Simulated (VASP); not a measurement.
# Ti3Si4Ni (P1) in VASP: a series of runs

Ti3Si4Ni is run at these levels: PBE; tasks: relaxation of cell and atoms, single point.

Program: VASP 6.6.1. These are calculated values, not measurements. Logs are shortened: lines on timing, memory, paths and dates and some standing lists are left out, and cuts for length are marked.

### Step 1. The cell of the first run

The typed cell holds 8 atoms: a = 4.803 Å, b = 4.856 Å, c = 4.988 Å, α = 83.27°, β = 77.34°, γ = 89.94°.

### Step 2. Relaxation of cell and atoms, PBE

Contents of INCAR:

```
PREC     = Accurate       # precision mode
ENCUT    = 600            # plane-wave cutoff, eV
EDIFF    = 1E-7           # SCF threshold, eV
ISMEAR   = 0              # smearing method
SIGMA    = 0.1            # smearing width, eV
LREAL    = False          # projectors in reciprocal space
LASPH    = True           # aspherical terms in the spheres
NELM     = 80             # most SCF steps
ALGO     = Normal         # electronic algorithm
ISIF     = 3              # what is computed and relaxed
LWAVE    = False          # write WAVECAR
LCHARG   = False          # write CHGCAR
GGA      = PE             # functional
IBRION   = 2              # ionic algorithm
NSW      = 90             # ionic steps
EDIFFG   = -0.04          # ionic threshold
```

Contents of KPOINTS:

```
regular mesh
0
Gamma
  4 4 4
```

Contents of POSCAR:

```
Ti3Si4Ni
1.0
    4.8028964089      0.0000000000      0.0000000000
    0.0052014849      4.8556108009      0.0000000000
    1.0928030720      0.5838045704      4.8316682761
Ti Si Ni
3 4 1
Direct
    0.3624011987      0.1740492622      0.3563685058
    0.7863054094      0.2583152844      0.6941090943
    0.6948865858      0.6551582846      0.0690637040
    0.6209729448      0.7628497841      0.5739031329
    0.8853947737      0.1332114947      0.1917594178
    0.1547369637      0.6672053430      0.3526226704
    0.2524737234      0.4228852092      0.8656072616
    0.2428284006      0.9263253377      0.8965662133
```

Potentials or basis: VASP PAW PBE potentials, release 64 (Ti_sv, Si, Ni).

Run with:

```
$ cat potpaw_PBE.64/Ti_sv/POTCAR potpaw_PBE.64/Si/POTCAR potpaw_PBE.64/Ni/POTCAR > POTCAR
$ mpirun -np 1 vasp_std > vasp.out
```

OUTCAR:

```text
PREC = Accurate
   ENCUT = 600
   EDIFF = 1E-7
   ISMEAR = 0
   LREAL = False
   LASPH = True
   NELM = 80
   ISIF = 3
   GGA = PE
   IBRION = 2
   NSW = 90
   EDIFFG = -0.04

 ion  position               nearest neighbor table
   1  0.362  0.174  0.356-   5 2.48   6 2.59   4 2.60   5 2.61   6 2.66   8 2.76   7 2.76   8 2.87
                             3 2.88   7 2.88
   2  0.786  0.258  0.694-   5 2.59   4 2.62   5 2.63   7 2.67   4 2.71   7 2.72   6 2.81   3 2.81
                             8 2.98   8 3.00
   3  0.695  0.655  0.069-   4 2.57   4 2.58   6 2.67   5 2.68   5 2.74   8 2.78   2 2.81   7 2.83
                             8 2.85   6 2.88   1 2.88   7 2.92
   4  0.621  0.763  0.574-   8 2.35   7 2.51   3 2.57   5 2.57   3 2.58   1 2.60   2 2.62   6 2.62
                             2 2.71   6 2.77
   5  0.885  0.133  0.192-   8 2.32   7 2.44   1 2.48   4 2.57   2 2.59   1 2.61   2 2.63   3 2.68
                             6 2.73   3 2.74
   6  0.155  0.667  0.353-   8 2.42   1 2.59   4 2.62   1 2.66   3 2.67   5 2.73   4 2.77   7 2.78
                             2 2.81   7 2.83   3 2.88
   7  0.252  0.423  0.866-   8 2.40   5 2.44   8 2.47   4 2.51   2 2.67   2 2.72   1 2.76   6 2.78
                             6 2.83   3 2.83   1 2.88   3 2.92
   8  0.243  0.926  0.897-   5 2.32   4 2.35   7 2.40   6 2.42   7 2.47   1 2.76   3 2.78   3 2.85
                             1 2.87   2 2.98   2 3.00

  LATTYP: Found a triclinic cell.
 ALAT       =     4.9879920470
 B/A-ratio  =     0.9628917536
 C/A-ratio  =     0.9734605711
 COS(alpha) =     0.0010712312
 COS(beta)  =     0.1172766265
 COS(gamma) =     0.2190867711

  Lattice vectors:

 A1 = (   1.0928030720,   0.5838045704,   4.8316682761)
 A2 = (   4.8028964089,   0.0000000000,   0.0000000000)
 A3 = (   0.0052014849,   4.8556108009,   0.0000000000)

Analysis of symmetry for initial positions (statically):
=====================================================================
 Subroutine PRICEL returns:
 Original cell was already a primitive cell.

 Routine SETGRP: Setting up the symmetry group for a
 triclinic supercell.

 Subroutine GETGRP returns: Found  1 space group operations
 (whereof  1 operations were pure point group operations)
 out of a pool of  2 trial point group operations.

The static configuration has the point symmetry C_1 .

Analysis of symmetry for dynamics (positions and initial velocities):
=====================================================================
 Subroutine PRICEL returns:
 Original cell was already a primitive cell.

 Routine SETGRP: Setting up the symmetry group for a
 triclinic supercell.

 Subroutine GETGRP returns: Found  1 space group operations
 (whereof  1 operations were pure point group operations)
 out of a pool of  2 trial point group operations.

The dynamic configuration has the point symmetry C_1 .

 Subroutine INISYM returns: Found  1 space group operations
 (whereof  1 operations are pure point group operations),
 and found     1 'primitive' translations

----------------------------------------------------------------------------------------

                                     Primitive cell

  volume of cell :     112.6793

  direct lattice vectors                    reciprocal lattice vectors
     4.802896409  0.000000000  0.000000000     0.208207697 -0.000223039 -0.047064448
     0.005201485  4.855610801  0.000000000     0.000000000  0.205947314 -0.024884362
     1.092803072  0.583804570  4.831668276     0.000000000  0.000000000  0.206967851

  length of vectors
     4.802896409  4.855613587  4.987992047     0.213460903  0.207445240  0.206967851

  position of ions in fractional coordinates (direct lattice)
     0.362401199  0.174049262  0.356368506
     0.786305409  0.258315284  0.694109094
     0.694886586  0.655158285  0.069063704
     0.620972945  0.762849784  0.573903133
     0.885394774  0.133211495  0.191759418
     0.154736964  0.667205343  0.352622670
     0.252473723  0.422885209  0.865607262
     0.242828401  0.926325338  0.896566213

  ion indices of the primitive-cell ions
   primitive index   ion index
                 1           1
                 2           2
                 3           3
                 4           4
                 5           5
                 6           6
                 7           7
                 8           8

----------------------------------------------------------------------------------------

 KPOINTS: regular mesh

Automatic generation of k-mesh.
 Grid dimensions read from file:
 generate k-points for:    4    4    4

 Generating k-lattice:

  Cartesian coordinates                     Fractional coordinates (reciprocal lattice)
     0.052051924 -0.000055760 -0.011766112     0.250000000  0.000000000  0.000000000
     0.000000000  0.051486828 -0.006221091     0.000000000  0.250000000  0.000000000
     0.000000000  0.000000000  0.051741963     0.000000000  0.000000000  0.250000000

  Length of vectors
     0.053365226  0.051861310  0.051741963

  Shift w.r.t. Gamma in fractional coordinates (k-lattice)
     0.000000000  0.000000000  0.000000000

 Subroutine IBZKPT returns following result:
 ===========================================

 Found     36 irreducible k-points:

 Following reciprocal coordinates:
            Coordinates               Weight
  0.000000  0.000000  0.000000      1.000000
  0.250000  0.000000 -0.000000      2.000000
  0.500000  0.000000 -0.000000      1.000000
  0.000000  0.250000  0.000000      2.000000
  0.250000  0.250000  0.000000      2.000000
  0.500000  0.250000  0.000000      2.000000
[... 16 lines left out ...]
  0.000000 -0.250000  0.250000      2.000000
  0.250000 -0.250000  0.250000      2.000000
 [... further k-points ...]
   k-points           NKPTS =     36   k-points in BZ     NKDIM =     36   number of bands    NBANDS=     37
   number of dos      NEDOS =    301   number of ions     NIONS =      8
   total plane-waves  NPLWV =  64000
   dimension x,y,z NGX =    40 NGY =   40 NGZ =   40
   dimension x,y,z NGXF=    80 NGYF=   80 NGZF=   80
   ions per type =               3   4   1
   NGX,Y,Z   is equivalent  to a cutoff of  13.85, 13.70, 13.33 a.u.
   NGXF,Y,Z  is equivalent  to a cutoff of  27.69, 27.39, 26.66 a.u.
 SYSTEM =  unknown system
   PREC   = accura    normal or accurate (medium, high low for compatibility)
   ISTART =      0    job   : 0-new  1-cont  2-samecut
   ICHARG =      2    charge: 1-file 2-atom 10-const
   ISPIN  =      1    spin polarized calculation?
   LNONCOLLINEAR =      F non collinear calculations
   LSORBIT =      F    spin-orbit coupling
   LASPH  =      T    aspherical Exc in radial PAW
   ENCUT  =  600.0 eV  44.10 Ry    6.64 a.u.   9.59  9.70  9.96*2*pi/ulx,y,z
   NELM   =     80;   NELMIN=  2; NELMDL= -5     # of ELM steps
   EDIFF  = 0.1E-06   stopping-criterion for ELM
   LREAL  =      F    real-space projection
   EDIFFG = -.4E-01   stopping-criterion for IOM
   NSW    =     90    number of steps for IOM
   IBRION =      2    ionic relax: 0-MD 1-quasi-New 2-CG
   NFREE  =      1    steps in history (QN), initial steepest desc. (CG)
   ISIF   =      3    stress and relaxation
   ISYM   =      2    0-nonsym 1-usesym 2-fastsym
   POTIM  = 0.5000    time-step for ionic-motion
   TEBEG  =    0.0;   TEEND  =   0.0 temperature during run
   PSTRESS=    0.0 pullay stress
   NELECT =      62.0000    total number of electrons
   NUPDOWN=      -1.0000    fix difference up-down
   EMIN   =  10.00;   EMAX   =-10.00  energy-range for DOS
   EFERMI =   0.00;   METHOD = LEGACY
   ISMEAR =     0;   SIGMA  =   0.10  broadening in eV -4-tet -1-fermi 0-gaus
   EFERMI_NEDOS =   21; number of points for ismear=-14 and -15
   IALGO  =     38    algorithm
   IMIX   =      4    mixing-type and parameters
     AMIX     =   0.40;   BMIX     =  1.00
     AMIX_MAG =   1.60;   BMIX_MAG =  1.00
  volume/ion in A,a.u.               =      14.08        95.05
  Fermi-wavevector in a.u.,A,eV,Ry     =   1.341500  2.535067 24.485345  1.799622
  Thomas-Fermi vector in A             =   2.469729
   LORBIT       =      0    0 simple, 1 ext, 2 COOP (PROOUT), +10 PAW based schemes
   GGA     = PE    functional components
   LHFCALC =     F    Hartree Fock is set to
   AEXX    =    0.0000 exact exchange contribution
   IVDW    =     0    specifies the selected vdW correction
   LEPSILON=     F    determine dielectric tensor
   LRPA    =     F    only Hartree local field effects (RPA)
 conjugate gradient relaxation of ions
 non-spin polarized calculation
 Gauss-broadening in eV      SIGMA  =   0.10
  energy-cutoff  :      600.00
  volume of cell :      112.68
 maximum number of plane-waves:      3784
 NGX is ok and might be reduce to    40
   NGX = 19   NGY = 19   NGZ = 19

--------------------------------------- Ionic step        1  -------------------------------------------

 number of electron      62.0000000 magnetization

 Free energy of the ion-electron system (eV)
  ---------------------------------------------------
  ext. energy  EPLUGINS =         0.00000000
  ---------------------------------------------------
  free energy    TOTEN  =       -55.12861608 eV

  energy without entropy =      -55.11432109  energy(sigma->0) =      -55.12146859

------------------------ aborting loop because EDIFF is reached ----------------------------------------

  FORCE on cell =-STRESS in cart. coord.  units (eV):
  Direction    XX          YY          ZZ          XY          YZ          ZX
  --------------------------------------------------------------------------------------
  -------------------------------------------------------------------------------------
  Total       -0.2313271      0.1375516     -0.3180061      0.0699827      0.1265753      0.0789127
  in kB       -3.2892198      1.9558341     -4.5217010      0.9950782      1.7997634      1.1220531
  external PRESSURE =      -1.9516956 kB  Pullay stress =       0.0000000 kB
[... 321 lines left out ...]
  energy  without entropy=      -55.1180650512  energy(sigma->0) =      -55.12473596

--------------------------------------- Ionic step        9  -------------------------------------------

 number of electron      62.0000008 magnetization

 Free energy of the ion-electron system (eV)
  ---------------------------------------------------
  ext. energy  EPLUGINS =         0.00000000
  ---------------------------------------------------
  free energy    TOTEN  =       -55.13180134 eV

  energy without entropy =      -55.11864085  energy(sigma->0) =      -55.12522109

 E-fermi :   9.8812     XC(G=0): -11.8040

 val. band max:        9.8603067913   @ k =   0.2500   0.2500   0.0000
 cond. band min:       9.9251727704   @ k =   0.5000   0.5000   0.5000
 fundamental gap:      0.0648659791
 Fermi energy:         9.8812234526

 k-point     1 :       0.0000    0.0000    0.0000
  band No.  band energies     occupation
      1     -46.8030      2.00000
      2     -46.7156      2.00000
      3     -46.5988      2.00000
      4     -23.1816      2.00000
      5     -23.1473      2.00000
      6     -23.1044      2.00000
[... 949 lines left out ...]
     36      11.5424      0.00000
     37      11.6555      0.00000

 [... further k-points ...]

------------------------ aborting loop because EDIFF is reached ----------------------------------------

  FORCE on cell =-STRESS in cart. coord.  units (eV):
  Direction    XX          YY          ZZ          XY          YZ          ZX
  --------------------------------------------------------------------------------------
  -------------------------------------------------------------------------------------
  Total        0.0059377      0.1125874      0.0000792     -0.0207333     -0.0086473     -0.0109981
  in kB        0.0845642      1.6034673      0.0011275     -0.2952838     -0.1231553     -0.1566344
  external PRESSURE =       0.5630530 kB  Pullay stress =       0.0000000 kB
[... 23 lines left out ...]
  FREE ENERGIE OF THE ION-ELECTRON SYSTEM (eV)
  ---------------------------------------------------
  free  energy   TOTEN  =       -55.1318013412 eV

  energy  without entropy=      -55.1186408463  energy(sigma->0) =      -55.12522109

 reached required accuracy - stopping structural energy minimisation
```

Wall time 12 min (1 thread of Intel Xeon 6975P-C (Granite Rapids), shared host); peak memory 0.36 GiB.

Results:

| Property | Result |
| --- | --- |
| Free energy | -55.1318 eV |
| Relaxed volume | 14.06 Å³/atom |
| Relaxed cell | a = 4.796 Å, b = 4.861 Å, c = 4.980 Å, α = 83.18°, β = 77.43°, γ = 89.85° |
| Space group after relaxing (to 0.05 Å) | P1 (No. 1) |
| Energy gained by relaxing | 0.4 meV/atom |
| Ionic steps | 9 |
| Pressure after relaxing | 0.1 GPa |
| Largest force after relaxing | 0.033 eV/Å |
| Band gap on the k mesh | zero (band 31 reaches 9.94 eV, above the bottom of band 32 at 9.78 eV) |

Forces on the atoms (eV/Å):
```
Ti   0.010  0.023  0.006
Ti  -0.006 -0.024  0.007
Ti  -0.002 -0.003 -0.009
Si   0.009 -0.015 -0.006
Si   0.007  0.005 -0.010
Si  -0.013  0.021  0.022
Si   0.012 -0.007  0.001
Ni  -0.016 -0.001 -0.012
```

The path:
| step | energy change (eV) | largest force (eV/Å) | pressure (GPa) | volume (Å³) |
| --- | --- | --- | --- | --- |
| 1 | 0.0000 | 0.0685 | -0.20 | 112.68 |
| 2 | -0.0013 | 0.0528 | 0.21 | 112.40 |
| 3 | -0.0013 | 0.0525 | 0.22 | 112.38 |
| 4 | -0.0019 | 0.0458 | -0.06 | 112.61 |
| 5 | -0.0019 | 0.0442 | -0.11 | 112.67 |
| 6 | -0.0024 | 0.0413 | -0.11 | 112.64 |
| 7 | -0.0028 | 0.0412 | -0.04 | 112.59 |
| 8 | -0.0028 | 0.0422 | -0.03 | 112.57 |
| 9 | -0.0032 | 0.0333 | 0.06 | 112.50 |

Final structure:
```yaml
crystal:
  lattice:
    - [4.79641, 0.00378, -0.00415]
    - [0.00901, 4.86094, 0.00206]
    - [1.08761, 0.58736, 4.82438]
  atoms:
    - { symbol: Ti, position: [0.36240, 0.17648, 0.35527] }
    - { symbol: Ti, position: [0.78768, 0.26065, 0.69178] }
    - { symbol: Ti, position: [0.69488, 0.65308, 0.06948] }
    - { symbol: Si, position: [0.61821, 0.76270, 0.57339] }
    - { symbol: Si, position: [0.88540, 0.13094, 0.19108] }
    - { symbol: Si, position: [0.15676, 0.67058, 0.35556] }
    - { symbol: Si, position: [0.25173, 0.42144, 0.86637] }
    - { symbol: Ni, position: [0.24294, 0.92412, 0.89707] }
```

Spin polarisation is off, so any magnetic state and its effect on volume and gap are missing.

(Part 1 of 2 ends here.)
